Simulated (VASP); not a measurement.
Crystal: Gd.

```
Gd
1.0
     3.73048    0.00000    0.00000
    -1.86524    3.23069    0.00000
     0.00000    0.00000    5.93286
Gd
2
Direct
  0.33333 0.66667 0.25000
  0.66667 0.33333 0.75000
```

* Program: VASP 6.6.1
* Task: relaxation of cell and atoms
* Functional: PBE
* Potentials or basis: VASP PAW PBE potentials, release 64 (Gd)
* Cutoff: 600 eV
* k mesh: 10 × 10 × 6
* Occupations: fermi-dirac, width 0.05 eV
* Spin: collinear spin, ferromagnetic start
* Starting moments: [7.0, 7.0] μB

At the start: pressure -1.9 GPa; volume 35.75 Å³/atom.

Question: How do energy, volume and symmetry change on relaxing?

Answer: Over 22 steps the energy falls by 13.8 meV/atom and the volume is 33.62 Å³/atom (-6.0 %); space group P6_3/mmc (No. 194, to 0.05 Å); moment 15.34 μB per cell.

Step by step:
```tsv
step	energy change (eV)	largest force (eV/Å)	pressure (GPa)	volume (Å³)
1	0.0000	0.0000	-1.93	71.50
2	-0.0276	0.0000	0.06	67.14
3	-0.0276	0.0000	0.42	67.23
4	-0.0266	0.0000	-0.46	67.94
5	-0.0273	0.0000	-0.23	67.56
6	-0.0275	0.0000	-0.23	67.44
7	-0.0275	0.0000	-0.18	67.34
8	-0.0276	0.0000	-0.06	67.31
9	-0.0276	0.0000	-0.06	67.29
10	-0.0276	0.0000	-0.03	67.24
11	-0.0276	0.0000	-0.01	67.25
12	-0.0276	0.0000	-0.08	67.27
13	-0.0276	0.0000	-0.20	67.22
14	-0.0276	0.0000	-0.07	67.05
15	-0.0276	0.0000	0.09	66.98
16	-0.0276	0.0000	0.24	67.02
17	-0.0276	0.0000	0.11	67.04
18	-0.0276	0.0000	0.18	67.09
19	-0.0276	0.0000	-0.08	67.24
20	-0.0276	0.0000	0.02	67.22
21	-0.0276	0.0000	0.03	67.22
22	-0.0276	0.0000	0.00	67.23
```

Final structure:
```cif
data_structure
_symmetry_space_group_name_H-M 'P 1'
_symmetry_Int_Tables_number 1
_cell_length_a 3.6475
_cell_length_b 3.6475
_cell_length_c 5.8352
_cell_angle_alpha 90.000
_cell_angle_beta 90.000
_cell_angle_gamma 120.000
_cell_volume 67.23
loop_
_atom_site_label
_atom_site_type_symbol
_atom_site_fract_x
_atom_site_fract_y
_atom_site_fract_z
_atom_site_occupancy
Gd1 Gd 0.33333 0.66667 0.25000 1
Gd2 Gd 0.66667 0.33333 0.75000 1
```
